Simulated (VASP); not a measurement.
# Ni (Im-3m) in VASP: notebook

Runs on Ni. Level: PBEsol. Tasks: single point.

All numbers are computed with VASP 6.6.1; they aren't measurements. Logs are shortened: lines on timing, memory, paths and dates and some standing lists are left out, and cuts for length are marked.

### 1 The cell of the first run

It takes space group Im-3m (No. 229, cubic). Conventional cell: a = 2.766 Å, b = 2.766 Å, c = 2.766 Å, α = 90.00°, β = 90.00°, γ = 90.00°. Within 3.2 Å of Ni (site symmetry m-3m) lie 14 Ni at 2.40 to 2.77 Å.

### 2 Single point, PBEsol, collinear spin, ferromagnetic start

File INCAR:

```
ALGO = Normal
EDIFF = 1E-6
ENCUT = 520
GGA = PS
ISIF = 2
ISMEAR = -1
ISPIN = 2
LASPH = T
LCHARG = F
LMAXMIX = 4
LORBIT = 11
LREAL = F
LWAVE = F
MAGMOM = 1
NBANDS = 15
NELM = 150
PREC = Accurate
SIGMA = 0.1
```

File KPOINTS:

```
k-points
0
Gamma
  19 19 19
```

File POSCAR:

```
Ni
1.0
   -1.3829882603      1.3829882603      1.3829882603
    1.3829882603     -1.3829882603      1.3829882603
    1.3829882603      1.3829882603     -1.3829882603
Ni
1
Direct
    0.0000000000      0.0000000000      0.0000000000
```

Potentials or basis: VASP PAW PBE potentials, release 64 (Ni).

Started as:

```bash
$ cat potpaw_PBE.64/Ni/POTCAR > POTCAR
$ mpirun -np 1 vasp_std > vasp.out
```

OUTCAR:

```text
EDIFF = 1E-6
   ENCUT = 520
   GGA = PS
   ISIF = 2
   ISMEAR = -1
   ISPIN = 2
   LASPH = T
   LORBIT = 11
   LREAL = F
   NELM = 150
   PREC = Accurate

 ion  position               nearest neighbor table
   1  0.000  0.000  0.000-

  LATTYP: Found a body centered cubic cell.
 ALAT       =     2.7659765206

  Lattice vectors:

 A1 = (  -1.3829882603,   1.3829882603,   1.3829882603)
 A2 = (   1.3829882603,  -1.3829882603,   1.3829882603)
 A3 = (   1.3829882603,   1.3829882603,  -1.3829882603)

Analysis of symmetry for initial positions (statically):
=====================================================================
 Subroutine PRICEL returns:
 Original cell was already a primitive cell.

 Routine SETGRP: Setting up the symmetry group for a
 body centered cubic supercell.

 Subroutine GETGRP returns: Found 48 space group operations
 (whereof 48 operations were pure point group operations)
 out of a pool of 48 trial point group operations.

The static configuration has the point symmetry O_h .

Analysis of symmetry for dynamics (positions and initial velocities):
=====================================================================
 Subroutine PRICEL returns:
 Original cell was already a primitive cell.

 Routine SETGRP: Setting up the symmetry group for a
 body centered cubic supercell.

 Subroutine GETGRP returns: Found 48 space group operations
 (whereof 48 operations were pure point group operations)
 out of a pool of 48 trial point group operations.

The dynamic configuration has the point symmetry O_h .

Analysis of structural, dynamic, and magnetic symmetry:
=====================================================================
 Subroutine PRICEL returns:
 Original cell was already a primitive cell.

 Routine SETGRP: Setting up the symmetry group for a
 body centered cubic supercell.

 Subroutine GETGRP returns: Found 48 space group operations
 (whereof 48 operations were pure point group operations)
 out of a pool of 48 trial point group operations.

The overall configuration has the point symmetry O_h .

 Subroutine INISYM returns: Found 48 space group operations
 (whereof 48 operations are pure point group operations),
 and found     1 'primitive' translations

----------------------------------------------------------------------------------------

                                     Primitive cell

  volume of cell :      10.5807

  direct lattice vectors                    reciprocal lattice vectors
    -1.382988260  1.382988260  1.382988260     0.000000000  0.361535968  0.361535968
     1.382988260 -1.382988260  1.382988260     0.361535968  0.000000000  0.361535968
     1.382988260  1.382988260 -1.382988260     0.361535968  0.361535968  0.000000000

  length of vectors
     2.395405933  2.395405933  2.395405933     0.511289070  0.511289070  0.511289070

  position of ions in fractional coordinates (direct lattice)
     0.000000000  0.000000000  0.000000000

  ion indices of the primitive-cell ions
   primitive index   ion index
                 1           1

----------------------------------------------------------------------------------------

 KPOINTS: k-points

Automatic generation of k-mesh.
 Grid dimensions read from file:
 generate k-points for:   19   19   19

 Generating k-lattice:

  Cartesian coordinates                     Fractional coordinates (reciprocal lattice)
     0.000000000  0.019028209  0.019028209     0.052631579  0.000000000  0.000000000
     0.019028209  0.000000000  0.019028209     0.000000000  0.052631579  0.000000000
     0.019028209  0.019028209  0.000000000     0.000000000  0.000000000  0.052631579

  Length of vectors
     0.026909951  0.026909951  0.026909951

  Shift w.r.t. Gamma in fractional coordinates (k-lattice)
     0.000000000  0.000000000  0.000000000

 Subroutine IBZKPT returns following result:
 ===========================================

 Found    220 irreducible k-points:

 Following reciprocal coordinates:
            Coordinates               Weight
  0.000000  0.000000  0.000000      1.000000
  0.052632  0.000000  0.000000     12.000000
  0.105263  0.000000  0.000000     12.000000
  0.157895  0.000000  0.000000     12.000000
  0.210526  0.000000  0.000000     12.000000
  0.263158  0.000000  0.000000     12.000000
[... 16 lines left out ...]
  0.263158  0.105263 -0.000000     48.000000
  0.315789  0.105263  0.000000     48.000000
 [... further k-points ...]
   k-points           NKPTS =    220   k-points in BZ     NKDIM =    220   number of bands    NBANDS=     15
   number of dos      NEDOS =    301   number of ions     NIONS =      1
   total plane-waves  NPLWV =   5832
   dimension x,y,z NGX =    18 NGY =   18 NGZ =   18
   dimension x,y,z NGXF=    36 NGYF=   36 NGZF=   36
   ions per type =               1
   NGX,Y,Z   is equivalent  to a cutoff of  12.49, 12.49, 12.49 a.u.
   NGXF,Y,Z  is equivalent  to a cutoff of  24.98, 24.98, 24.98 a.u.
 SYSTEM =  unknown system
   PREC   = accura    normal or accurate (medium, high low for compatibility)
   ISTART =      0    job   : 0-new  1-cont  2-samecut
   ICHARG =      2    charge: 1-file 2-atom 10-const
   ISPIN  =      2    spin polarized calculation?
   LNONCOLLINEAR =      F non collinear calculations
   LSORBIT =      F    spin-orbit coupling
   LASPH  =      T    aspherical Exc in radial PAW
   ENCUT  =  520.0 eV  38.22 Ry    6.18 a.u.   4.45  4.45  4.45*2*pi/ulx,y,z
   NELM   =    150;   NELMIN=  2; NELMDL= -5     # of ELM steps
   EDIFF  = 0.1E-05   stopping-criterion for ELM
   LREAL  =      F    real-space projection
   EDIFFG = 0.1E-04   stopping-criterion for IOM
   NSW    =      0    number of steps for IOM
   IBRION =     -1    ionic relax: 0-MD 1-quasi-New 2-CG
   NFREE  =      0    steps in history (QN), initial steepest desc. (CG)
   ISIF   =      2    stress and relaxation
   ISYM   =      2    0-nonsym 1-usesym 2-fastsym
   POTIM  = 0.5000    time-step for ionic-motion
   TEBEG  =    0.0;   TEEND  =   0.0 temperature during run
   PSTRESS=    0.0 pullay stress
   NELECT =      10.0000    total number of electrons
   NUPDOWN=      -1.0000    fix difference up-down
   EMIN   =  10.00;   EMAX   =-10.00  energy-range for DOS
   EFERMI =   0.00;   METHOD = LEGACY
   ISMEAR =    -1;   SIGMA  =   0.10  broadening in eV -4-tet -1-fermi 0-gaus
   EFERMI_NEDOS =   21; number of points for ismear=-14 and -15
   IALGO  =     38    algorithm
   IMIX   =      4    mixing-type and parameters
     AMIX     =   0.40;   BMIX     =  1.00
     AMIX_MAG =   1.60;   BMIX_MAG =  1.00
  volume/ion in A,a.u.               =      10.58        71.40
  Fermi-wavevector in a.u.,A,eV,Ry     =   1.606582  3.036001 35.118093  2.581107
  Thomas-Fermi vector in A             =   2.702747
   LORBIT       =     11    0 simple, 1 ext, 2 COOP (PROOUT), +10 PAW based schemes
   GGA     = PS    functional components
   LHFCALC =     F    Hartree Fock is set to
   AEXX    =    0.0000 exact exchange contribution
   IVDW    =     0    specifies the selected vdW correction
   LEPSILON=     F    determine dielectric tensor
   LRPA    =     F    only Hartree local field effects (RPA)
 spin polarized calculation
  energy-cutoff  :      520.00
  volume of cell :       10.58
 maximum number of plane-waves:       321
 NGX is ok and might be reduce to    18
   NGX =  9   NGY =  9   NGZ =  9

 number of electron      10.0000005 magnetization       0.4859941

 Free energy of the ion-electron system (eV)
  ---------------------------------------------------
  ext. energy  EPLUGINS =         0.00000000
  ---------------------------------------------------
  free energy    TOTEN  =        -6.06166758 eV

  energy without entropy =       -6.00260670  energy(sigma->0) =       -6.03213714

 E-fermi :   9.4675     XC(G=0): -13.5973

 val. band max:        9.4650947756   @ k =  -0.4211   0.4211   0.0526
 cond. band min:       9.4681256500   @ k =  -0.4737   0.4737   0.0526
 fundamental gap:      0.0030308744
 Fermi energy:         9.4675115906

 spin component 1

 k-point     1 :       0.0000    0.0000    0.0000
  band No.  band energies     occupation
      1       0.3293      1.00000
      2       7.1428      1.00000
      3       7.1428      1.00000
      4       7.1428      1.00000
      5       8.5806      0.99986
      6       8.5806      0.99986
      7      36.1763      0.00000
      8      36.1763      0.00000
      9      36.1763      0.00000
     10      41.2497      0.00000
     11      41.2497      0.00000
     12      42.4931      0.00000
     13      42.4931      0.00000
     14      42.4931      0.00000
     15      43.1352      0.00000
[... 397 lines left out ...]
 k-point    24 :       0.3158    0.1053    0.0000
  band No.  band energies     occupation
      1       4.5984      1.00000
      2       6.3494      1.00000
      3       7.2691      1.00000
      4       8.4086      0.99997
      5       8.7898      0.99886
      6       9.6680      0.11868
      7      19.9182      0.00000
      8      26.8907      0.00000
      9      30.2372      0.00000
     10      35.4600      0.00000
     11      40.0252      0.00000
     12      42.8086      0.00000
     13      48.8633      0.00000
     14      53.3882      0.00000
     15      54.2253      0.00000

 [... further k-points ...]

 spin component 2

 k-point     1 :       0.0000    0.0000    0.0000
  band No.  band energies     occupation
      1       0.3361      1.00000
      2       7.6951      1.00000
      3       7.6951      1.00000
      4       7.6951      1.00000
      5       9.0476      0.98521
      6       9.0476      0.98521
      7      36.1159      0.00000
      8      36.1159      0.00000
      9      36.1159      0.00000
     10      41.2223      0.00000
     11      41.2223      0.00000
     12      42.6558      0.00000
     13      42.6558      0.00000
     14      42.6558      0.00000
     15      43.2730      0.00000
[... 397 lines left out ...]
 k-point    24 :       0.3158    0.1053    0.0000
  band No.  band energies     occupation
      1       4.7893      1.00000
      2       6.8506      1.00000
      3       7.5866      1.00000
      4       8.9146      0.99605
      5       9.2789      0.86836
      6      10.1816      0.00079
      7      20.0998      0.00000
      8      26.9656      0.00000
      9      30.3054      0.00000
     10      35.5211      0.00000
     11      40.1036      0.00000
     12      42.8463      0.00000
     13      48.8908      0.00000
     14      53.5273      0.00000
     15      54.4444      0.00000

 [... further k-points ...]

------------------------ aborting loop because EDIFF is reached ----------------------------------------

  FORCE on cell =-STRESS in cart. coord.  units (eV):
  Direction    XX          YY          ZZ          XY          YZ          ZX
  --------------------------------------------------------------------------------------
  -------------------------------------------------------------------------------------
  Total       -0.1471063     -0.1471063     -0.1471063      0.0000000      0.0000000     -0.0000000
  in kB      -22.2754477    -22.2754477    -22.2754477      0.0000000      0.0000000     -0.0000000
  external PRESSURE =     -22.2754477 kB  Pullay stress =       0.0000000 kB

 VOLUME and BASIS-vectors are now :
 -----------------------------------------------------------------------------
  energy-cutoff  :      520.00
  volume of cell :       10.58
      direct lattice vectors                 reciprocal lattice vectors
    -1.382988260  1.382988260  1.382988260     0.000000000  0.361535968  0.361535968
     1.382988260 -1.382988260  1.382988260     0.361535968  0.000000000  0.361535968
     1.382988260  1.382988260 -1.382988260     0.361535968  0.361535968  0.000000000

 POSITION                                       TOTAL-FORCE (eV/Angst)
 -----------------------------------------------------------------------------------
      0.00000      0.00000      0.00000         0.000000      0.000000     -0.000000
 -----------------------------------------------------------------------------------
    total drift:                               -0.000000     -0.000000      0.000000

  FREE ENERGIE OF THE ION-ELECTRON SYSTEM (eV)
  ---------------------------------------------------
  free  energy   TOTEN  =        -6.0616675771 eV

  energy  without entropy=       -6.0026067034  energy(sigma->0) =       -6.03213714

 total charge

# of ion       s       p       d       tot
------------------------------------------
    1        0.506   0.520   8.342   9.368

 magnetization (x)

# of ion       s       p       d       tot
------------------------------------------
    1       -0.003  -0.014   0.508   0.490
```

Wall time 33 s (1 thread of AMD EPYC 9R45 (Zen 5), shared host); peak memory 0.13 GiB.

What came out:

```yaml
Free_energy: -6.0617 eV
Pressure: -2.2 GPa
Net_moment: 0.49 μB per cell
Site_moments: Ni +0.49 μB
Valence_electrons_inside_the_program's_atomic_spheres: Ni 9.37
```

Caveat: the PAW data sets were made with another functional, which shifts forces and pressure a little.

### 3 Single point, PBEsol, collinear spin, ferromagnetic start

File INCAR:

```
ALGO = Normal ; EDIFF = 1E-6
ENCUT = 520 ; GGA = PS
ISIF = 2 ; ISMEAR = -1
ISPIN = 2 ; LASPH = True
LCHARG = True ; LELF = True
LMAXMIX = 4 ; LORBIT = 11
LREAL = False ; LVHAR = True
LWAVE = False ; MAGMOM = 1
NBANDS = 15 ; NELM = 150
PREC = Accurate ; SIGMA = 0.1
```

KPOINTS is that of step 2.

File POSCAR:

```
Ni
1.0
   -1.3829882604      1.3829882604      1.3829882604
    1.3829882604     -1.3829882604      1.3829882604
    1.3829882604      1.3829882604     -1.3829882604
Ni
1
Direct
    0.0000000000      0.0000000000      0.0000000000
```

Potentials or basis: VASP PAW PBE potentials, release 64 (Ni).

Started as:

```bash
$ cat potpaw_PBE.64/Ni/POTCAR > POTCAR
$ mpirun -np 1 vasp_std > vasp.out
```

It took 35 s on 1 thread of AMD EPYC 9R45 (Zen 5), shared host; peak memory 0.13 GiB.

It converged, with:

```
Free energy                                           : -6.0617 eV
Pressure                                              : -2.2 GPa
Net moment                                            : 0.49 μB per cell
Site moments                                          : Ni +0.49 μB
Valence electrons inside the program's atomic spheres : Ni 9.37
```

Levels at points of the mesh, in eV from the Fermi level:
Spin up:
```csv
k point,band 1,band 2,band 3,band 4,band 5,band 6,band 7,band 8,band 9,band 10
"(0.00, 0.00, 0.00)",-9.14,-2.32,-2.32,-2.32,-0.89,-0.89,26.71,26.71,26.71,31.78
```
Spin down:
```tsv
k point	band 1	band 2	band 3	band 4	band 5	band 6	band 7	band 8	band 9	band 10
(0.00, 0.00, 0.00)	-9.13	-1.77	-1.77	-1.77	-0.42	-0.42	26.65	26.65	26.65	31.75
```

Caveat: the PAW data sets were made with another functional, which shifts forces and pressure a little.
